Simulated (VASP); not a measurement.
# Al4In (Pm-3m) in VASP: single point with PBE

Aim: the single point of Al4In with PBE.

Everything below comes from runs of VASP 6.6.1. Logs are shortened: lines on timing, memory, paths and dates and some standing lists are left out, and cuts for length are marked.

## Step 1: The cell of the first run

Symmetry: Pm-3m, No. 221, cubic system. Conventional cell: a = 4.745 Å, b = 4.745 Å, c = 4.745 Å, α = 90.00°, β = 90.00°, γ = 90.00°. Al (site symmetry 4/mmm) has 2 Al at 2.37 Å within 3.1 Å. Within 3.1 Å of Al (site symmetry m-3m) lie 6 Al at 2.37 Å. Within 4.4 Å of In (site symmetry m-3m) lie 20 Al at 3.36 to 4.11 Å.

## Step 2: Single point, PBE

File INCAR:

```
ALGO = Fast
EDIFF = 1E-6
ENCUT = 520
GGA = PE
ISIF = 2
ISMEAR = 0
LASPH = T
LCHARG = T
LELF = T
LREAL = F
LVHAR = T
LWAVE = F
NBANDS = 20
NELM = 100
PREC = Accurate
SIGMA = 0.1
```

File KPOINTS:

```
k-points
0
Gamma
  4 4 4
```

File POSCAR:

```
Al4In
1.0
    4.7450218900      0.0000000000      0.0000000000
    0.0000000000      4.7450218900      0.0000000000
    0.0000000000      0.0000000000      4.7450218900
Al In
4 1
Direct
    0.5000000000      0.0000000000      0.0000000000
    0.0000000000      0.5000000000      0.0000000000
    0.0000000000      0.0000000000      0.5000000000
    0.0000000000      0.0000000000      0.0000000000
    0.5000000000      0.5000000000      0.5000000000
```

Potentials or basis: VASP PAW PBE potentials, release 64 (Al, In_d).

On the command line:

```bash
cat potpaw_PBE.64/Al/POTCAR potpaw_PBE.64/In_d/POTCAR > POTCAR
mpirun -np 1 vasp_std > vasp.out
```

OUTCAR:

```text
EDIFF = 1E-6
   ENCUT = 520
   GGA = PE
   ISIF = 2
   ISMEAR = 0
   LASPH = T
   LREAL = F
   NELM = 100
   PREC = Accurate

 ion  position               nearest neighbor table
   1  0.500  0.000  0.000-   4 2.37   4 2.37   2 3.36   5 3.36   3 3.36   5 3.36   2 3.36   5 3.36
                             5 3.36   2 3.36   3 3.36   3 3.36   3 3.36   2 3.36
   2  0.000  0.500  0.000-   4 2.37   4 2.37   1 3.36   5 3.36   3 3.36   5 3.36   1 3.36   3 3.36
                             3 3.36   3 3.36   1 3.36   5 3.36   5 3.36   1 3.36
   3  0.000  0.000  0.500-   4 2.37   4 2.37   1 3.36   5 3.36   1 3.36   2 3.36   2 3.36   2 3.36
                             5 3.36   2 3.36   1 3.36   5 3.36   1 3.36   5 3.36
   4  0.000  0.000  0.000-   1 2.37   2 2.37   3 2.37   3 2.37   2 2.37   1 2.37
   5  0.500  0.500  0.500-   1 3.36   2 3.36   3 3.36   1 3.36   2 3.36   1 3.36   3 3.36   1 3.36
                             2 3.36   3 3.36   2 3.36   3 3.36

  LATTYP: Found a simple cubic cell.
 ALAT       =     4.7450218900

  Lattice vectors:

 A1 = (   4.7450218900,   0.0000000000,   0.0000000000)
 A2 = (   0.0000000000,   4.7450218900,   0.0000000000)
 A3 = (   0.0000000000,   0.0000000000,   4.7450218900)

Analysis of symmetry for initial positions (statically):
=====================================================================
 Subroutine PRICEL returns:
 Original cell was already a primitive cell.

 Routine SETGRP: Setting up the symmetry group for a
 simple cubic supercell.

 Subroutine GETGRP returns: Found 48 space group operations
 (whereof 48 operations were pure point group operations)
 out of a pool of 48 trial point group operations.

The static configuration has the point symmetry O_h .

Analysis of symmetry for dynamics (positions and initial velocities):
=====================================================================
 Subroutine PRICEL returns:
 Original cell was already a primitive cell.

 Routine SETGRP: Setting up the symmetry group for a
 simple cubic supercell.

 Subroutine GETGRP returns: Found 48 space group operations
 (whereof 48 operations were pure point group operations)
 out of a pool of 48 trial point group operations.

The dynamic configuration has the point symmetry O_h .

 Subroutine INISYM returns: Found 48 space group operations
 (whereof 48 operations are pure point group operations),
 and found     1 'primitive' translations

----------------------------------------------------------------------------------------

                                     Primitive cell

  volume of cell :     106.8353

  direct lattice vectors                    reciprocal lattice vectors
     4.745021890  0.000000000  0.000000000     0.210747184  0.000000000  0.000000000
     0.000000000  4.745021890  0.000000000     0.000000000  0.210747184  0.000000000
     0.000000000  0.000000000  4.745021890     0.000000000  0.000000000  0.210747184

  length of vectors
     4.745021890  4.745021890  4.745021890     0.210747184  0.210747184  0.210747184

  position of ions in fractional coordinates (direct lattice)
     0.500000000  0.000000000  0.000000000
     0.000000000  0.500000000  0.000000000
     0.000000000  0.000000000  0.500000000
     0.000000000  0.000000000  0.000000000
     0.500000000  0.500000000  0.500000000

  ion indices of the primitive-cell ions
   primitive index   ion index
                 1           1
                 2           2
                 3           3
                 4           4
                 5           5

----------------------------------------------------------------------------------------

 KPOINTS: k-points

Automatic generation of k-mesh.
 Grid dimensions read from file:
 generate k-points for:    4    4    4

 Generating k-lattice:

  Cartesian coordinates                     Fractional coordinates (reciprocal lattice)
     0.052686796  0.000000000  0.000000000     0.250000000  0.000000000  0.000000000
     0.000000000  0.052686796  0.000000000     0.000000000  0.250000000  0.000000000
     0.000000000  0.000000000  0.052686796     0.000000000  0.000000000  0.250000000

  Length of vectors
     0.052686796  0.052686796  0.052686796

  Shift w.r.t. Gamma in fractional coordinates (k-lattice)
     0.000000000  0.000000000  0.000000000

 Subroutine IBZKPT returns following result:
 ===========================================

 Found     10 irreducible k-points:

 Following reciprocal coordinates:
            Coordinates               Weight
  0.000000  0.000000  0.000000      1.000000
  0.250000  0.000000  0.000000      6.000000
  0.500000  0.000000  0.000000      3.000000
  0.250000  0.250000  0.000000     12.000000
  0.500000  0.250000  0.000000     12.000000
  0.500000  0.500000  0.000000      3.000000
  0.250000  0.250000  0.250000      8.000000
  0.500000  0.250000  0.250000     12.000000
  0.500000  0.500000  0.250000      6.000000
  0.500000  0.500000  0.500000      1.000000
   k-points           NKPTS =     10   k-points in BZ     NKDIM =     10   number of bands    NBANDS=     20
   number of dos      NEDOS =    301   number of ions     NIONS =      5
   total plane-waves  NPLWV =  46656
   dimension x,y,z NGX =    36 NGY =   36 NGZ =   36
   dimension x,y,z NGXF=    72 NGYF=   72 NGZF=   72
   ions per type =               4   1
   NGX,Y,Z   is equivalent  to a cutoff of  12.61, 12.61, 12.61 a.u.
   NGXF,Y,Z  is equivalent  to a cutoff of  25.23, 25.23, 25.23 a.u.
 SYSTEM =  unknown system
   PREC   = accura    normal or accurate (medium, high low for compatibility)
   ISTART =      0    job   : 0-new  1-cont  2-samecut
   ICHARG =      2    charge: 1-file 2-atom 10-const
   ISPIN  =      1    spin polarized calculation?
   LNONCOLLINEAR =      F non collinear calculations
   LSORBIT =      F    spin-orbit coupling
   LASPH  =      T    aspherical Exc in radial PAW
   ENCUT  =  520.0 eV  38.22 Ry    6.18 a.u.   8.82  8.82  8.82*2*pi/ulx,y,z
   NELM   =    100;   NELMIN=  2; NELMDL= -5     # of ELM steps
   EDIFF  = 0.1E-05   stopping-criterion for ELM
   LREAL  =      F    real-space projection
   EDIFFG = 0.1E-04   stopping-criterion for IOM
   NSW    =      0    number of steps for IOM
   IBRION =     -1    ionic relax: 0-MD 1-quasi-New 2-CG
   NFREE  =      0    steps in history (QN), initial steepest desc. (CG)
   ISIF   =      2    stress and relaxation
   ISYM   =      2    0-nonsym 1-usesym 2-fastsym
   POTIM  = 0.5000    time-step for ionic-motion
   TEBEG  =    0.0;   TEEND  =   0.0 temperature during run
   PSTRESS=    0.0 pullay stress
   NELECT =      25.0000    total number of electrons
   NUPDOWN=      -1.0000    fix difference up-down
   EMIN   =  10.00;   EMAX   =-10.00  energy-range for DOS
   EFERMI =   0.00;   METHOD = LEGACY
   ISMEAR =     0;   SIGMA  =   0.10  broadening in eV -4-tet -1-fermi 0-gaus
   EFERMI_NEDOS =   21; number of points for ismear=-14 and -15
   IALGO  =     68    algorithm
   IMIX   =      4    mixing-type and parameters
     AMIX     =   0.40;   BMIX     =  1.00
     AMIX_MAG =   1.60;   BMIX_MAG =  1.00
  volume/ion in A,a.u.               =      21.37       144.19
  Fermi-wavevector in a.u.,A,eV,Ry     =   1.008827  1.906406 13.847078  1.017732
  Thomas-Fermi vector in A             =   2.141718
   LORBIT       =      0    0 simple, 1 ext, 2 COOP (PROOUT), +10 PAW based schemes
   GGA     = PE    functional components
   LHFCALC =     F    Hartree Fock is set to
   AEXX    =    0.0000 exact exchange contribution
   IVDW    =     0    specifies the selected vdW correction
   LEPSILON=     F    determine dielectric tensor
   LRPA    =     F    only Hartree local field effects (RPA)
 non-spin polarized calculation
 RMM-DIIS sequential band-by-band and
 Gauss-broadening in eV      SIGMA  =   0.10
  energy-cutoff  :      520.00
  volume of cell :      106.84
 maximum number of plane-waves:      2897
 NGX is ok and might be reduce to    36
   NGX = 17   NGY = 17   NGZ = 17

 number of electron      25.0000017 magnetization

 Free energy of the ion-electron system (eV)
  ---------------------------------------------------
  ext. energy  EPLUGINS =         0.00000000
  ---------------------------------------------------
  free energy    TOTEN  =       -14.28076673 eV

  energy without entropy =      -14.27395225  energy(sigma->0) =      -14.27735949

 E-fermi :   6.4925     XC(G=0):  -9.5591

 val. band max:        6.4245064881   @ k =   0.5000   0.2500   0.2500
 cond. band min:       6.7048557774   @ k =   0.2500   0.0000   0.0000
 fundamental gap:      0.2803492893
 Fermi energy:         6.4924601639

 k-point     1 :       0.0000    0.0000    0.0000
  band No.  band energies     occupation
      1      -7.9414      2.00000
      2      -7.9414      2.00000
      3      -7.9324      2.00000
      4      -7.9324      2.00000
      5      -7.9324      2.00000
      6      -3.7908      2.00000
[... 12 lines left out ...]
     19      10.0268      0.00000
     20      10.0273      0.00000

 k-point     2 :       0.2500    0.0000    0.0000
  band No.  band energies     occupation
      1      -7.9403      2.00000
      2      -7.9359      2.00000
      3      -7.9359      2.00000
      4      -7.9329      2.00000
      5      -7.9320      2.00000
      6      -3.4256      2.00000
[... 12 lines left out ...]
     19      10.2396      0.00000
     20      11.4536      0.00000

 k-point     3 :       0.5000    0.0000    0.0000
  band No.  band energies     occupation
      1      -7.9395      2.00000
      2      -7.9395      2.00000
      3      -7.9393      2.00000
      4      -7.9317      2.00000
      5      -7.9245      2.00000
      6      -2.7491      2.00000
[... 12 lines left out ...]
     19      10.5170      0.00000
     20      10.8650      0.00000

 k-point     4 :       0.2500    0.2500    0.0000
  band No.  band energies     occupation
      1      -7.9412      2.00000
      2      -7.9359      2.00000
      3      -7.9356      2.00000
      4      -7.9354      2.00000
      5      -7.9279      2.00000
      6      -3.0616      2.00000
[... 12 lines left out ...]
     19      10.3040      0.00000
     20      10.7643      0.00000

 k-point     5 :       0.5000    0.2500    0.0000
  band No.  band energies     occupation
      1      -7.9463      2.00000
      2      -7.9390      2.00000
      3      -7.9351      2.00000
      4      -7.9341      2.00000
      5      -7.9202      2.00000
      6      -2.3966      2.00000
[... 12 lines left out ...]
     19       9.5587      0.00000
     20      10.7787      0.00000

 k-point     6 :       0.5000    0.5000    0.0000
  band No.  band energies     occupation
      1      -7.9529      2.00000
      2      -7.9384      2.00000
      3      -7.9384      2.00000
      4      -7.9311      2.00000
      5      -7.9138      2.00000
      6      -1.7960      2.00000
[... 12 lines left out ...]
     19      11.2651      0.00000
     20      11.2651      0.00000

 k-point     7 :       0.2500    0.2500    0.2500
  band No.  band energies     occupation
      1      -7.9411      2.00000
      2      -7.9400      2.00000
      3      -7.9400      2.00000
      4      -7.9272      2.00000
      5      -7.9272      2.00000
      6      -2.7012      2.00000
[... 12 lines left out ...]
     19      10.6325      0.00000
     20      11.4731      0.00000

 k-point     8 :       0.5000    0.2500    0.2500
  band No.  band energies     occupation
      1      -7.9458      2.00000
      2      -7.9446      2.00000
      3      -7.9396      2.00000
      4      -7.9265      2.00000
      5      -7.9185      2.00000
      6      -2.0519      2.00000
[... 12 lines left out ...]
     19      10.9516      0.00000
     20      11.5176      0.00000

 k-point     9 :       0.5000    0.5000    0.2500
  band No.  band energies     occupation
      1      -7.9514      2.00000
      2      -7.9441      2.00000
      3      -7.9441      2.00000
      4      -7.9222      2.00000
      5      -7.9136      2.00000
      6      -1.4665      2.00000
[... 12 lines left out ...]
     19      11.6543      0.00000
     20      11.6543      0.00000

 k-point    10 :       0.5000    0.5000    0.5000
  band No.  band energies     occupation
      1      -7.9498      2.00000
      2      -7.9498      2.00000
      3      -7.9498      2.00000
      4      -7.9133      2.00000
      5      -7.9133      2.00000
      6      -0.9051      2.00000
[... 12 lines left out ...]
     19      13.1569      0.00000
     20      13.1757      0.00000

------------------------ aborting loop because EDIFF is reached ----------------------------------------

  FORCE on cell =-STRESS in cart. coord.  units (eV):
  Direction    XX          YY          ZZ          XY          YZ          ZX
  --------------------------------------------------------------------------------------
  -------------------------------------------------------------------------------------
  Total        5.1065523      5.1065523      5.1065523      0.0000000      0.0000000     -0.0000000
  in kB       76.5814716     76.5814716     76.5814716      0.0000000      0.0000000     -0.0000000
  external PRESSURE =      76.5814716 kB  Pullay stress =       0.0000000 kB

 VOLUME and BASIS-vectors are now :
 -----------------------------------------------------------------------------
  energy-cutoff  :      520.00
  volume of cell :      106.84
      direct lattice vectors                 reciprocal lattice vectors
     4.745021890  0.000000000  0.000000000     0.210747184  0.000000000  0.000000000
     0.000000000  4.745021890  0.000000000     0.000000000  0.210747184  0.000000000
     0.000000000  0.000000000  4.745021890     0.000000000  0.000000000  0.210747184

 POSITION                                       TOTAL-FORCE (eV/Angst)
 -----------------------------------------------------------------------------------
      2.37251      0.00000      0.00000         0.000000      0.000000      0.000000
      0.00000      2.37251      0.00000         0.000000      0.000000      0.000000
      0.00000      0.00000      2.37251         0.000000      0.000000      0.000000
      0.00000      0.00000      0.00000         0.000000      0.000000      0.000000
      2.37251      2.37251      2.37251         0.000000      0.000000      0.000000
 -----------------------------------------------------------------------------------
    total drift:                                0.000000      0.000000      0.000000

  FREE ENERGIE OF THE ION-ELECTRON SYSTEM (eV)
  ---------------------------------------------------
  free  energy   TOTEN  =       -14.2807667278 eV

  energy  without entropy=      -14.2739522456  energy(sigma->0) =      -14.27735949
```

It took 16 s on 1 thread of Intel Xeon Platinum 8488C (Sapphire Rapids), shared host; peak memory 0.2 GiB.

Results:

| Quantity | Value |
| --- | --- |
| Free energy | -14.2808 eV |
| Pressure | 7.7 GPa |

Caveat: spin-orbit coupling is left out, which moves the levels of the heavy elements.
